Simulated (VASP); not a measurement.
AlN:

```
CELL_PARAMETERS angstrom
3.09860 0.00000 0.00000
-1.54930 2.68347 0.00000
0.00000 0.00000 5.21760
ATOMIC_POSITIONS crystal
Al 0.33333 0.66667 0.00173
Al 0.66667 0.33333 0.50173
N 0.33333 0.66667 0.38327
N 0.66667 0.33333 0.88327
```

```yaml
Program: VASP 6.6.1
Task: relaxation of the atoms
Functional: PBE
Potentials_or_basis: VASP PAW PBE potentials, release 64 (Al, N)
Cutoff: 520 eV
k_mesh: 9 × 9 × 6
Occupations: gaussian, width 0.05 eV
Spin: no spin polarisation
```

At the start: pressure -2.8 GPa; volume 10.85 Å³/atom.

Question: How do energy, volume and symmetry change on relaxing?

Answer: Over 3 steps the energy falls by 3.7 meV/atom at a fixed cell; space group P6_3mc (No. 186, to 0.1 Å) before and after.

The path:
```tsv
step	energy change (eV)	largest force (eV/Å)	pressure (GPa)
1	0.0000	0.3777	-2.79
2	-0.0148	0.0179	-3.28
3	-0.0148	0.0004	-3.29
```

Final structure:
```cif
data_structure
_symmetry_space_group_name_H-M 'P 1'
_symmetry_Int_Tables_number 1
_cell_length_a 3.0986
_cell_length_b 3.0986
_cell_length_c 5.2176
_cell_angle_alpha 90.000
_cell_angle_beta 90.000
_cell_angle_gamma 120.000
_cell_volume 43.38
loop_
_atom_site_label
_atom_site_type_symbol
_atom_site_fract_x
_atom_site_fract_y
_atom_site_fract_z
_atom_site_occupancy
Al1 Al 0.33333 0.66667 0.00538 1
Al2 Al 0.66667 0.33333 0.50538 1
N1 N 0.33333 0.66667 0.37962 1
N2 N 0.66667 0.33333 0.87962 1
```
